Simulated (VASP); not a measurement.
# BeS (F-43m) in VASP: single point with PBE

Aim: the single point of BeS with PBE.

Everything below comes from runs of VASP 6.6.1. Logs are shortened: lines on timing, memory, paths and dates and some standing lists are left out, and cuts for length are marked.

## 1. The cell of the first run

It takes space group F-43m (No. 216, cubic). The conventional cell has a = 4.850 Å, b = 4.850 Å, c = 4.850 Å, α = 90.00°, β = 90.00°, γ = 90.00°. Within 2.8 Å of Be (site symmetry -43m) lie 4 S at 2.10 Å. Within 2.8 Å of S (site symmetry -43m) lie 4 Be at 2.10 Å.

## 2. Single point, PBE

File INCAR:

```
SYSTEM = BeS
PREC     = Accurate       ! precision mode
ENCUT    = 600            ! plane-wave cutoff, eV
EDIFF    = 1E-6           ! SCF threshold, eV
ISMEAR   = 0              ! smearing method
SIGMA    = 0.01           ! smearing width, eV
LREAL    = .FALSE.        ! projectors in reciprocal space
LASPH    = .TRUE.         ! aspherical terms in the spheres
NELM     = 120            ! most SCF steps
ALGO     = Normal         ! electronic algorithm
ISIF     = 2              ! what is computed and relaxed
LWAVE    = .FALSE.        ! write WAVECAR
LCHARG   = .TRUE.         ! write CHGCAR
GGA      = PE             ! functional
LELF     = .TRUE.         ! ELF
LVHAR    = .TRUE.       
NBANDS   = 11             ! bands
GGA_COMPAT= .FALSE.
```

File KPOINTS:

```
Automatic mesh
0
G
  7 7 7
  0 0 0
```

File POSCAR:

```
BeS
1.0
    0.0000000000      2.4250000000      2.4250000000
    2.4250000000      0.0000000000      2.4250000000
    2.4250000000      2.4250000000      0.0000000000
Be S
1 1
Direct
    0.0000000000      0.0000000000      0.0000000000
    0.2500000000      0.2500000000      0.2500000000
```

Potentials or basis: VASP PAW PBE potentials, release 64 (Be, S).

Started as:

```
cat potpaw_PBE.64/Be/POTCAR potpaw_PBE.64/S/POTCAR > POTCAR
mpirun -np 1 vasp_std > vasp.out
```

OUTCAR:

```text
SYSTEM = BeS
   PREC = Accurate
   ENCUT = 600
   EDIFF = 1E-6
   ISMEAR = 0
   LREAL = .FALSE.
   LASPH = .TRUE.
   NELM = 120
   ISIF = 2
   GGA = PE

 ion  position               nearest neighbor table
   1  0.000  0.000  0.000-   2 2.10   2 2.10   2 2.10   2 2.10
   2  0.250  0.250  0.250-   1 2.10   1 2.10   1 2.10   1 2.10

  LATTYP: Found a face centered cubic cell.
 ALAT       =     4.8500000000

  Lattice vectors:

 A1 = (   0.0000000000,   2.4250000000,   2.4250000000)
 A2 = (   2.4250000000,   0.0000000000,   2.4250000000)
 A3 = (   2.4250000000,   2.4250000000,   0.0000000000)

Analysis of symmetry for initial positions (statically):
=====================================================================
 Subroutine PRICEL returns:
 Original cell was already a primitive cell.

 Routine SETGRP: Setting up the symmetry group for a
 face centered cubic supercell.

 Subroutine GETGRP returns: Found 24 space group operations
 (whereof 24 operations were pure point group operations)
 out of a pool of 48 trial point group operations.

The static configuration has the point symmetry T_d .

Analysis of symmetry for dynamics (positions and initial velocities):
=====================================================================
 Subroutine PRICEL returns:
 Original cell was already a primitive cell.

 Routine SETGRP: Setting up the symmetry group for a
 face centered cubic supercell.

 Subroutine GETGRP returns: Found 24 space group operations
 (whereof 24 operations were pure point group operations)
 out of a pool of 48 trial point group operations.

The dynamic configuration has the point symmetry T_d .

 Subroutine INISYM returns: Found 24 space group operations
 (whereof 24 operations are pure point group operations),
 and found     1 'primitive' translations

----------------------------------------------------------------------------------------

                                     Primitive cell

  volume of cell :      28.5210

  direct lattice vectors                    reciprocal lattice vectors
     0.000000000  2.425000000  2.425000000    -0.206185567  0.206185567  0.206185567
     2.425000000  0.000000000  2.425000000     0.206185567 -0.206185567  0.206185567
     2.425000000  2.425000000  0.000000000     0.206185567  0.206185567 -0.206185567

  length of vectors
     3.429467889  3.429467889  3.429467889     0.357123878  0.357123878  0.357123878

  position of ions in fractional coordinates (direct lattice)
     0.000000000  0.000000000  0.000000000
     0.250000000  0.250000000  0.250000000

  ion indices of the primitive-cell ions
   primitive index   ion index
                 1           1
                 2           2

----------------------------------------------------------------------------------------

 KPOINTS: Automatic mesh

Automatic generation of k-mesh.
 Grid dimensions read from file:
 generate k-points for:    7    7    7

 Generating k-lattice:

  Cartesian coordinates                     Fractional coordinates (reciprocal lattice)
    -0.029455081  0.029455081  0.029455081     0.142857143  0.000000000  0.000000000
     0.029455081 -0.029455081  0.029455081     0.000000000  0.142857143  0.000000000
     0.029455081  0.029455081 -0.029455081     0.000000000  0.000000000  0.142857143

  Length of vectors
     0.051017697  0.051017697  0.051017697

  Shift w.r.t. Gamma in fractional coordinates (k-lattice)
     0.000000000  0.000000000  0.000000000

 Subroutine IBZKPT returns following result:
 ===========================================

 Found     20 irreducible k-points:

 Following reciprocal coordinates:
            Coordinates               Weight
  0.000000  0.000000  0.000000      1.000000
  0.142857  0.000000  0.000000      8.000000
  0.285714  0.000000  0.000000      8.000000
  0.428571  0.000000  0.000000      8.000000
  0.142857  0.142857  0.000000      6.000000
  0.285714  0.142857  0.000000     24.000000
[... 12 lines left out ...]
 -0.428571  0.428571  0.142857     24.000000
 -0.285714  0.428571  0.142857     24.000000
   k-points           NKPTS =     20   k-points in BZ     NKDIM =     20   number of bands    NBANDS=     11
   number of dos      NEDOS =    301   number of ions     NIONS =      2
   total plane-waves  NPLWV =  21952
   dimension x,y,z NGX =    28 NGY =   28 NGZ =   28
   dimension x,y,z NGXF=    56 NGYF=   56 NGZF=   56
   ions per type =               1   1
   NGX,Y,Z   is equivalent  to a cutoff of  13.57, 13.57, 13.57 a.u.
   NGXF,Y,Z  is equivalent  to a cutoff of  27.15, 27.15, 27.15 a.u.
 SYSTEM =  BeS
   PREC   = accura    normal or accurate (medium, high low for compatibility)
   ISTART =      0    job   : 0-new  1-cont  2-samecut
   ICHARG =      2    charge: 1-file 2-atom 10-const
   ISPIN  =      1    spin polarized calculation?
   LNONCOLLINEAR =      F non collinear calculations
   LSORBIT =      F    spin-orbit coupling
   LASPH  =      T    aspherical Exc in radial PAW
   ENCUT  =  600.0 eV  44.10 Ry    6.64 a.u.   6.85  6.85  6.85*2*pi/ulx,y,z
   NELM   =    120;   NELMIN=  2; NELMDL= -5     # of ELM steps
   EDIFF  = 0.1E-05   stopping-criterion for ELM
   LREAL  =      F    real-space projection
   EDIFFG = 0.1E-04   stopping-criterion for IOM
   NSW    =      0    number of steps for IOM
   IBRION =     -1    ionic relax: 0-MD 1-quasi-New 2-CG
   NFREE  =      0    steps in history (QN), initial steepest desc. (CG)
   ISIF   =      2    stress and relaxation
   ISYM   =      2    0-nonsym 1-usesym 2-fastsym
   POTIM  = 0.5000    time-step for ionic-motion
   TEBEG  =    0.0;   TEEND  =   0.0 temperature during run
   PSTRESS=    0.0 pullay stress
   NELECT =       8.0000    total number of electrons
   NUPDOWN=      -1.0000    fix difference up-down
   EMIN   =  10.00;   EMAX   =-10.00  energy-range for DOS
   EFERMI =   0.00;   METHOD = LEGACY
   ISMEAR =     0;   SIGMA  =   0.01  broadening in eV -4-tet -1-fermi 0-gaus
   EFERMI_NEDOS =   21; number of points for ismear=-14 and -15
   IALGO  =     38    algorithm
   IMIX   =      4    mixing-type and parameters
     AMIX     =   0.40;   BMIX     =  1.00
     AMIX_MAG =   1.60;   BMIX_MAG =  1.00
  volume/ion in A,a.u.               =      14.26        96.23
  Fermi-wavevector in a.u.,A,eV,Ry     =   1.071642  2.025110 15.625158  1.148417
  Thomas-Fermi vector in A             =   2.207388
   LORBIT       =      0    0 simple, 1 ext, 2 COOP (PROOUT), +10 PAW based schemes
   GGA     = PE    functional components
   LHFCALC =     F    Hartree Fock is set to
   AEXX    =    0.0000 exact exchange contribution
   IVDW    =     0    specifies the selected vdW correction
   LEPSILON=     F    determine dielectric tensor
   LRPA    =     F    only Hartree local field effects (RPA)
 non-spin polarized calculation
 Gauss-broadening in eV      SIGMA  =   0.01
  energy-cutoff  :      600.00
  volume of cell :       28.52
 maximum number of plane-waves:       966
   NGX = 13   NGY = 13   NGZ = 13

 number of electron       7.9999999 magnetization

 Free energy of the ion-electron system (eV)
  ---------------------------------------------------
  ext. energy  EPLUGINS =         0.00000000
  ---------------------------------------------------
  free energy    TOTEN  =       -10.01065401 eV

  energy without entropy =      -10.01065401  energy(sigma->0) =      -10.01065401

 E-fermi :   4.2239     XC(G=0):  -9.7305

 val. band max:        4.1750788803   @ k =   0.0000   0.0000   0.0000
 cond. band min:       7.4394946937   @ k =   0.4286   0.4286   0.0000
 fundamental gap:      3.2644158134
 Fermi energy:         4.2238536804

 k-point     1 :       0.0000    0.0000    0.0000
  band No.  band energies     occupation
      1      -9.5174      2.00000
      2       4.1751      2.00000
      3       4.1751      2.00000
      4       4.1751      2.00000
      5       9.8446      0.00000
      6       9.8446      0.00000
      7       9.8446      0.00000
      8      10.0613      0.00000
      9      16.9885      0.00000
     10      16.9885      0.00000
     11      19.0478      0.00000

 k-point     2 :       0.1429    0.0000    0.0000
  band No.  band energies     occupation
      1      -9.2871      2.00000
      2       2.6853      2.00000
      3       3.9233      2.00000
      4       3.9233      2.00000
      5       9.7765      0.00000
      6      10.2900      0.00000
      7      10.2900      0.00000
      8      11.6358      0.00000
      9      16.1886      0.00000
     10      16.1886      0.00000
     11      18.8321      0.00000

 k-point     3 :       0.2857    0.0000    0.0000
  band No.  band energies     occupation
      1      -8.6742      2.00000
      2       0.3008      2.00000
      3       3.4708      2.00000
      4       3.4708      2.00000
      5       9.7158      0.00000
      6      10.8142      0.00000
      7      10.8142      0.00000
      8      13.9829      0.00000
      9      16.2927      0.00000
     10      16.2927      0.00000
     11      18.3851      0.00000

 k-point     4 :       0.4286    0.0000    0.0000
  band No.  band energies     occupation
      1      -8.0224      2.00000
      2      -1.3658      2.00000
      3       3.1796      2.00000
      4       3.1796      2.00000
      5       9.6626      0.00000
      6      10.7676      0.00000
      7      10.7676      0.00000
      8      15.2573      0.00000
      9      18.3154      0.00000
     10      18.3154      0.00000
     11      18.9887      0.00000

 k-point     5 :       0.1429    0.1429    0.0000
  band No.  band energies     occupation
      1      -9.2104      2.00000
      2       2.9718      2.00000
      3       3.4430      2.00000
      4       3.4430      2.00000
      5       9.2983      0.00000
      6      11.0526      0.00000
      7      11.0526      0.00000
      8      11.3288      0.00000
      9      14.8067      0.00000
     10      17.4260      0.00000
     11      19.8088      0.00000
[... 155 lines left out ...]
 k-point    17 :       0.4286    0.2857    0.1429
  band No.  band energies     occupation
      1      -8.1913      2.00000
      2       0.2013      2.00000
      3       1.6473      2.00000
      4       2.7346      2.00000
      5       9.7864      0.00000
      6      11.3645      0.00000
      7      11.7571      0.00000
      8      13.4513      0.00000
      9      16.3044      0.00000
     10      19.5104      0.00000
     11      19.7924      0.00000

 k-point    18 :      -0.4286    0.2857    0.1429
  band No.  band energies     occupation
      1      -7.6552      2.00000
      2      -0.7554      2.00000
      3       1.1285      2.00000
      4       2.2047      2.00000
      5      10.2652      0.00000
      6      11.0043      0.00000
      7      13.1119      0.00000
      8      14.2331      0.00000
      9      16.2127      0.00000
     10      18.7172      0.00000
     11      21.1073      0.00000

 k-point    19 :      -0.4286    0.4286    0.1429
  band No.  band energies     occupation
      1      -7.4547      2.00000
      2      -0.4634      2.00000
      3       0.9972      2.00000
      4       1.3289      2.00000
      5       8.9832      0.00000
      6      10.5225      0.00000
      7      13.7628      0.00000
      8      15.9253      0.00000
      9      17.5055      0.00000
     10      19.5131      0.00000
     11      21.0016      0.00000

 k-point    20 :      -0.2857    0.4286    0.1429
  band No.  band energies     occupation
      1      -7.3626      2.00000
      2      -0.2012      2.00000
      3       0.0917      2.00000
      4       1.4611      2.00000
      5       9.8747      0.00000
      6      12.2034      0.00000
      7      13.3339      0.00000
      8      13.7230      0.00000
      9      16.9043      0.00000
     10      18.7762      0.00000
     11      21.3984      0.00000

------------------------ aborting loop because EDIFF is reached ----------------------------------------

  FORCE on cell =-STRESS in cart. coord.  units (eV):
  Direction    XX          YY          ZZ          XY          YZ          ZX
  --------------------------------------------------------------------------------------
  -------------------------------------------------------------------------------------
  Total        0.2843486      0.2843486      0.2843486     -0.0000000      0.0000000      0.0000000
  in kB       15.9733639     15.9733639     15.9733639     -0.0000000      0.0000000      0.0000000
  external PRESSURE =      15.9733639 kB  Pullay stress =       0.0000000 kB

 VOLUME and BASIS-vectors are now :
 -----------------------------------------------------------------------------
  energy-cutoff  :      600.00
  volume of cell :       28.52
      direct lattice vectors                 reciprocal lattice vectors
     0.000000000  2.425000000  2.425000000    -0.206185567  0.206185567  0.206185567
     2.425000000  0.000000000  2.425000000     0.206185567 -0.206185567  0.206185567
     2.425000000  2.425000000  0.000000000     0.206185567  0.206185567 -0.206185567

 POSITION                                       TOTAL-FORCE (eV/Angst)
 -----------------------------------------------------------------------------------
      0.00000      0.00000      0.00000        -0.000000     -0.000000     -0.000000
      1.21250      1.21250      1.21250         0.000000      0.000000      0.000000
 -----------------------------------------------------------------------------------
    total drift:                               -0.000000     -0.000000      0.000000

  FREE ENERGIE OF THE ION-ELECTRON SYSTEM (eV)
  ---------------------------------------------------
  free  energy   TOTEN  =       -10.0106540110 eV

  energy  without entropy=      -10.0106540110  energy(sigma->0) =      -10.01065401
```

Run time: 13 s. Hardware: 1 thread of Intel Xeon 8259CL, shared host; peak memory 0.15 GiB.

What came out:

* Free energy: -10.0107 eV
* Pressure: 1.6 GPa
* Band gap on the k mesh: 3.26 eV, indirect (least direct gap 5.67 eV)

Levels at points of the mesh, in eV from the valence-band top:
```tsv
k point	band 2	band 3	band 4	band 5	band 6	band 7
(0.00, 0.00, 0.00)	0.00	0.00	0.00	5.67	5.67	5.67
```

A k mesh can miss the band edges. A hybrid or GW would open this gap; PBE tends to underestimate it.
